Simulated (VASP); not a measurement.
Set up this calculation in VASP 6.6.1, as the native input.

- Task: single point
- Functional: PBE
- Potentials or basis: VASP PAW PBE potentials, release 64 (In_d, As)
- Cutoff: 520 eV
- k mesh: 12 × 12 × 12
- Occupations: gaussian, width 0.1 eV
- Spin: no spin polarisation
- Dipole correction: no
- Further INCAR settings: ALGO = Normal; EDIFF = 1e-06; NBANDS = 16

The structure of InAs lies in POSCAR:

```
InAs
1.0
    0.0000000000      3.0942002519      3.0942002519
    3.0942002519      0.0000000000      3.0942002519
    3.0942002519      3.0942002519      0.0000000000
In As
1 1
Direct
    0.7500000000      0.7500000000      0.7500000000
    0.0000000000      0.0000000000      0.0000000000
```

These files were run (other wordings do the same):

INCAR

```
ALGO = Normal ; EDIFF = 1E-6
ENCUT = 520 ; GGA = PE
ISIF = 2 ; ISMEAR = 0
LASPH = T ; LCHARG = F
LREAL = F ; LWAVE = F
NBANDS = 16 ; NELM = 60
PREC = Accurate ; SIGMA = 0.1
```

KPOINTS

```
k-points
0
Gamma
  12 12 12
```

Potentials or basis: VASP PAW PBE potentials, release 64 (In_d, As).

Launch:

```sh
$ cat potpaw_PBE.64/In_d/POTCAR potpaw_PBE.64/As/POTCAR > POTCAR
$ mpirun -np 1 vasp_std > vasp.out
```

Results of the run:

```json
{
  "Pressure": "0.0 GPa",
  "Band gap on the k mesh": "zero (filled and empty bands touch)"
}
```

Caveat: spin-orbit coupling is left out, which moves the levels of the heavy elements.

It took 49 s on 1 thread of AMD EPYC 9R45 96-Core Processor (Zen 5), with other jobs on the host, peak memory 0.21 GiB.
